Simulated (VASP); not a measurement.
# Zn (C2/m) in VASP: single point with PBE

Aim: the single point of Zn with PBE.

All numbers are computed with VASP 6.6.1; they aren't measurements. Logs are shortened: lines on timing, memory, paths and dates and some standing lists are left out, and cuts for length are marked.

## Step 1: The cell of the first run

Symmetry: C2/m, No. 12, monoclinic system. Conventional cell: a = 4.610 Å, b = 2.652 Å, c = 7.637 Å, α = 90.00°, β = 102.15°, γ = 90.00°. Within 3.5 Å of Zn (site symmetry 2/m) lie 12 Zn at 2.65 to 2.95 Å. Zn (site symmetry m) has 12 Zn at 2.65 to 2.95 Å within 3.5 Å.

## Step 2: Single point, PBE

Contents of INCAR:

```
SYSTEM = Zn
PREC = Accurate
ENCUT = 520
EDIFF = 1E-6
ISMEAR = 0
SIGMA = 0.1
LREAL = .FALSE.
LASPH = .TRUE.
NELM = 60
ALGO = Normal
ISIF = 2
LWAVE = .FALSE.
LCHARG = .FALSE.
GGA = PE
NBANDS = 25
```

Contents of KPOINTS:

```
regular mesh
0
G
  16 16 6
  0 0 0
```

Contents of POSCAR:

```
Zn
1.0
    2.3051033566     -1.3259364476      0.0016759965
    2.3051033566      1.3259364476      0.0016759965
   -1.6122404432      0.0000000000      7.4644214817
Zn
3
Direct
    0.0000000000      0.0000000000      0.0000000000
    0.2234530987      0.2234530987      0.6653528196
    0.7765469013      0.7765469013      0.3346471804
```

Potentials or basis: VASP PAW PBE potentials, release 64 (Zn).

Run with:

```console
$ cat potpaw_PBE.64/Zn/POTCAR > POTCAR
$ mpirun -np 1 vasp_std > vasp.out
```

OUTCAR:

```text
SYSTEM = Zn
   PREC = Accurate
   ENCUT = 520
   EDIFF = 1E-6
   ISMEAR = 0
   LREAL = .FALSE.
   LASPH = .TRUE.
   NELM = 60
   ISIF = 2
   GGA = PE

 ion  position               nearest neighbor table
   1  0.000  0.000  0.000-   3 2.92   3 2.92   2 2.92   2 2.92   2 2.95   3 2.95
   2  0.223  0.223  0.665-   3 2.90   3 2.91   3 2.91   1 2.92   1 2.92   1 2.95
   3  0.777  0.777  0.335-   2 2.90   2 2.91   2 2.91   1 2.92   1 2.92   1 2.95

  LATTYP: Found a base centered monoclinic cell.
 ALAT       =     4.6102079318
 B/A-ratio  =     0.5752176332
 C/A-ratio  =     1.6564438870
 COS(beta)  =    -0.2104108038

  Lattice vectors:

 A1 = (   2.3051033566,  -1.3259364476,   0.0016759965)
 A2 = (   2.3051033566,   1.3259364476,   0.0016759965)
 A3 = (  -1.6122404432,   0.0000000000,   7.4644214817)

Analysis of symmetry for initial positions (statically):
=====================================================================
 Subroutine PRICEL returns:
 Original cell was already a primitive cell.

 Routine SETGRP: Setting up the symmetry group for a
 base centered monoclinic supercell.

 Subroutine GETGRP returns: Found  4 space group operations
 (whereof  4 operations were pure point group operations)
 out of a pool of  4 trial point group operations.

The static configuration has the point symmetry C_2h.

Analysis of symmetry for dynamics (positions and initial velocities):
=====================================================================
 Subroutine PRICEL returns:
 Original cell was already a primitive cell.

 Routine SETGRP: Setting up the symmetry group for a
 base centered monoclinic supercell.

 Subroutine GETGRP returns: Found  4 space group operations
 (whereof  4 operations were pure point group operations)
 out of a pool of  4 trial point group operations.

The dynamic configuration has the point symmetry C_2h.

 Subroutine INISYM returns: Found  4 space group operations
 (whereof  4 operations are pure point group operations),
 and found     1 'primitive' translations

----------------------------------------------------------------------------------------

                                     Primitive cell

  volume of cell :      45.6360

  direct lattice vectors                    reciprocal lattice vectors
     2.305103357 -1.325936448  0.001675997     0.216875955 -0.377091980  0.046843039
     2.305103357  1.325936448  0.001675997     0.216875955  0.377091980  0.046843039
    -1.612240443  0.000000000  7.464421482    -0.000097391  0.000000000  0.133947820

  length of vectors
     2.659250225  2.659250225  7.636550746     0.437524641  0.437524641  0.133947855

  position of ions in fractional coordinates (direct lattice)
     0.000000000  0.000000000  0.000000000
     0.223453099  0.223453099  0.665352820
     0.776546901  0.776546901  0.334647180

  ion indices of the primitive-cell ions
   primitive index   ion index
                 1           1
                 2           2
                 3           3

----------------------------------------------------------------------------------------

 KPOINTS: regular mesh

Automatic generation of k-mesh.
 Grid dimensions read from file:
 generate k-points for:   16   16    6

 Generating k-lattice:

  Cartesian coordinates                     Fractional coordinates (reciprocal lattice)
     0.013554747 -0.023568249  0.002927690     0.062500000  0.000000000  0.000000000
     0.013554747  0.023568249  0.002927690     0.000000000  0.062500000  0.000000000
    -0.000016232  0.000000000  0.022324637     0.000000000  0.000000000  0.166666667

  Length of vectors
     0.027345290  0.027345290  0.022324643

  Shift w.r.t. Gamma in fractional coordinates (k-lattice)
     0.000000000  0.000000000  0.000000000

 Subroutine IBZKPT returns following result:
 ===========================================

 Found    418 irreducible k-points:

 Following reciprocal coordinates:
            Coordinates               Weight
  0.000000  0.000000  0.000000      1.000000
  0.062500 -0.000000  0.000000      4.000000
  0.125000 -0.000000  0.000000      4.000000
  0.187500 -0.000000  0.000000      4.000000
  0.250000 -0.000000  0.000000      4.000000
  0.312500 -0.000000 -0.000000      4.000000
[... 16 lines left out ...]
 -0.125000  0.062500  0.000000      4.000000
 -0.062500  0.062500  0.000000      2.000000
 [... further k-points ...]
   k-points           NKPTS =    418   k-points in BZ     NKDIM =    418   number of bands    NBANDS=     25
   number of dos      NEDOS =    301   number of ions     NIONS =      3
   total plane-waves  NPLWV =  24000
   dimension x,y,z NGX =    20 NGY =   20 NGZ =   60
   dimension x,y,z NGXF=    40 NGYF=   40 NGZF=  120
   ions per type =               3
   NGX,Y,Z   is equivalent  to a cutoff of  12.50, 12.50, 13.06 a.u.
   NGXF,Y,Z  is equivalent  to a cutoff of  25.01, 25.01, 26.12 a.u.
 SYSTEM =  Zn
   PREC   = accura    normal or accurate (medium, high low for compatibility)
   ISTART =      0    job   : 0-new  1-cont  2-samecut
   ICHARG =      2    charge: 1-file 2-atom 10-const
   ISPIN  =      1    spin polarized calculation?
   LNONCOLLINEAR =      F non collinear calculations
   LSORBIT =      F    spin-orbit coupling
   LASPH  =      T    aspherical Exc in radial PAW
   ENCUT  =  520.0 eV  38.22 Ry    6.18 a.u.   4.94  4.94 14.20*2*pi/ulx,y,z
   NELM   =     60;   NELMIN=  2; NELMDL= -5     # of ELM steps
   EDIFF  = 0.1E-05   stopping-criterion for ELM
   LREAL  =      F    real-space projection
   EDIFFG = 0.1E-04   stopping-criterion for IOM
   NSW    =      0    number of steps for IOM
   IBRION =     -1    ionic relax: 0-MD 1-quasi-New 2-CG
   NFREE  =      0    steps in history (QN), initial steepest desc. (CG)
   ISIF   =      2    stress and relaxation
   ISYM   =      2    0-nonsym 1-usesym 2-fastsym
   POTIM  = 0.5000    time-step for ionic-motion
   TEBEG  =    0.0;   TEEND  =   0.0 temperature during run
   PSTRESS=    0.0 pullay stress
   NELECT =      36.0000    total number of electrons
   NUPDOWN=      -1.0000    fix difference up-down
   EMIN   =  10.00;   EMAX   =-10.00  energy-range for DOS
   EFERMI =   0.00;   METHOD = LEGACY
   ISMEAR =     0;   SIGMA  =   0.10  broadening in eV -4-tet -1-fermi 0-gaus
   EFERMI_NEDOS =   21; number of points for ismear=-14 and -15
   IALGO  =     38    algorithm
   IMIX   =      4    mixing-type and parameters
     AMIX     =   0.40;   BMIX     =  1.00
     AMIX_MAG =   1.60;   BMIX_MAG =  1.00
  volume/ion in A,a.u.               =      15.21       102.66
  Fermi-wavevector in a.u.,A,eV,Ry     =   1.512655  2.858503 31.131827  2.288125
  Thomas-Fermi vector in A             =   2.622550
   LORBIT       =      0    0 simple, 1 ext, 2 COOP (PROOUT), +10 PAW based schemes
   GGA     = PE    functional components
   LHFCALC =     F    Hartree Fock is set to
   AEXX    =    0.0000 exact exchange contribution
   IVDW    =     0    specifies the selected vdW correction
   LEPSILON=     F    determine dielectric tensor
   LRPA    =     F    only Hartree local field effects (RPA)
 non-spin polarized calculation
 Gauss-broadening in eV      SIGMA  =   0.10
  energy-cutoff  :      520.00
  volume of cell :       45.64
 maximum number of plane-waves:      1253
   NGX =  9   NGY =  9   NGZ = 29

 number of electron      35.9999996 magnetization

 Free energy of the ion-electron system (eV)
  ---------------------------------------------------
  ext. energy  EPLUGINS =         0.00000000
  ---------------------------------------------------
  free energy    TOTEN  =        -3.30752942 eV

  energy without entropy =       -3.30392310  energy(sigma->0) =       -3.30572626

 E-fermi :   3.0610     XC(G=0): -11.5483

 val. band max:        3.0516833413   @ k =   0.4375   0.1875   0.3333
 cond. band min:       3.0700632260   @ k =  -0.0625   0.2500   0.3333
 fundamental gap:      0.0183798846
 Fermi energy:         3.0609788835

 k-point     1 :       0.0000    0.0000    0.0000
  band No.  band energies     occupation
      1      -7.2923      2.00000
      2      -5.6517      2.00000
      3      -5.6464      2.00000
      4      -4.8185      2.00000
      5      -4.5844      2.00000
      6      -4.5752      2.00000
[... 17 lines left out ...]
     24      21.2884      0.00000
     25      21.4244      0.00000

 k-point     2 :       0.0625   -0.0000    0.0000
  band No.  band energies     occupation
      1      -7.1740      2.00000
      2      -5.5955      2.00000
      3      -5.5610      2.00000
      4      -4.8044      2.00000
      5      -4.5916      2.00000
      6      -4.5786      2.00000
[... 17 lines left out ...]
     24      19.9838      0.00000
     25      20.2011      0.00000

 k-point     3 :       0.1250   -0.0000    0.0000
  band No.  band energies     occupation
      1      -6.8251      2.00000
      2      -5.4138      2.00000
      3      -5.3648      2.00000
      4      -4.7708      2.00000
      5      -4.6347      2.00000
      6      -4.6145      2.00000
[... 17 lines left out ...]
     24      18.5356      0.00000
     25      19.2564      0.00000

 k-point     4 :       0.1875   -0.0000    0.0000
  band No.  band energies     occupation
      1      -6.2740      2.00000
      2      -5.1945      2.00000
      3      -5.1480      2.00000
      4      -4.7437      2.00000
      5      -4.7084      2.00000
      6      -4.6689      2.00000
[... 17 lines left out ...]
     24      17.2243      0.00000
     25      17.3059      0.00000
[... 477 lines left out ...]
 k-point    22 :      -0.1875    0.0625    0.0000
  band No.  band energies     occupation
      1      -5.8792      2.00000
      2      -5.0756      2.00000
      3      -5.0380      2.00000
      4      -4.7772      2.00000
      5      -4.7474      2.00000
      6      -4.6943      2.00000
[... 17 lines left out ...]
     24      15.7389      0.00000
     25      15.9327      0.00000

 k-point    23 :      -0.1250    0.0625    0.0000
  band No.  band energies     occupation
      1      -6.4924      2.00000
      2      -5.2378      2.00000
      3      -5.2177      2.00000
      4      -4.7529      2.00000
      5      -4.6793      2.00000
      6      -4.6471      2.00000
[... 17 lines left out ...]
     24      16.9757      0.00000
     25      17.2237      0.00000

 k-point    24 :      -0.0625    0.0625    0.0000
  band No.  band energies     occupation
      1      -6.9431      2.00000
      2      -5.4445      2.00000
      3      -5.4432      2.00000
      4      -4.7799      2.00000
      5      -4.6204      2.00000
      6      -4.5998      2.00000
[... 17 lines left out ...]
     24      18.3328      0.00000
     25      18.4177      0.00000

 [... further k-points ...]
[... 5 lines left out ...]
  --------------------------------------------------------------------------------------
  -------------------------------------------------------------------------------------
  Total        0.1382413      0.1258990      0.0287357      0.0000000      0.0000000     -0.0052057
  in kB        4.8533415      4.4200319      1.0088473      0.0000000      0.0000000     -0.1827617
  external PRESSURE =       3.4274069 kB  Pullay stress =       0.0000000 kB

 VOLUME and BASIS-vectors are now :
 -----------------------------------------------------------------------------
  energy-cutoff  :      520.00
  volume of cell :       45.64
      direct lattice vectors                 reciprocal lattice vectors
     2.305103357 -1.325936448  0.001675997     0.216875955 -0.377091980  0.046843039
     2.305103357  1.325936448  0.001675997     0.216875955  0.377091980  0.046843039
    -1.612240443  0.000000000  7.464421482    -0.000097391  0.000000000  0.133947820

 POSITION                                       TOTAL-FORCE (eV/Angst)
 -----------------------------------------------------------------------------------
      0.00000      0.00000      0.00000         0.000000      0.000000      0.000000
     -0.04254      0.00000      4.96722         0.000445      0.000000      0.001680
      3.04051      0.00000      2.50055        -0.000445      0.000000     -0.001680
 -----------------------------------------------------------------------------------
    total drift:                               -0.000000      0.000000      0.000000

  FREE ENERGIE OF THE ION-ELECTRON SYSTEM (eV)
  ---------------------------------------------------
  free  energy   TOTEN  =        -3.3075294231 eV

  energy  without entropy=       -3.3039231006  energy(sigma->0) =       -3.30572626
```

Run time: 3.4 min. Hardware: 1 thread of AMD EPYC 9R45 (Zen 5), shared host; peak memory 0.41 GiB.

Results:

```
Free energy            : -3.3075 eV
Pressure               : 0.3 GPa
Band gap on the k mesh : zero (bands 18 and 19 overlap by 4.36 eV)
```

Stress tensor (GPa, compression positive):
```
 0.49  0.00 -0.02
 0.00  0.44  0.00
-0.02  0.00  0.10
```
